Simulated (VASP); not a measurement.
Runs of VASP 6.6.1 on SnO. The structure is that of space group Pmn2_1 (No. 31), or close to it. The cells are those of the table. 

```csv
cell,gap on the mesh (eV),pressure (GPa),largest force (eV/Å)
"a = 3.271, b = 5.674, c = 4.222 Å, 4 atoms",1.73,-0.3,0.25
"a = 3.187, b = 5.674, c = 4.222 Å, 4 atoms",1.73,2.5,0.43
"a = 3.103, b = 5.674, c = 4.222 Å, 4 atoms",1.73,(b),0.74
"a = 3.020, b = 5.674, c = 4.222 Å, 4 atoms",1.75,(a),1.22
```

Alike in all rows: task single point; level r2SCAN; potentials or basis VASP PAW PBE potentials, release 64 (Sn_d, O); no spin polarisation; k mesh 8 × 6 × 6; cutoff (eV) 520; smearing gaussian 0.05 eV.

Q: Fill in the values left out.

A: (a) 10.0; (b) 5.9.

Caveats: the PAW data sets were made with another functional, which shifts forces and pressure a little; spin-orbit coupling is left out, which moves the levels of the heavy elements; the stress differs along the axes, from 0 to 6 GPa (at least some runs); the stress differs along the axes, from 2 to 12 GPa (at least some runs); the stress differs along the axes, from 3 to 20 GPa (at least some runs).

A k mesh can miss the band edges, and the runs leave out spin-orbit coupling on Sn.
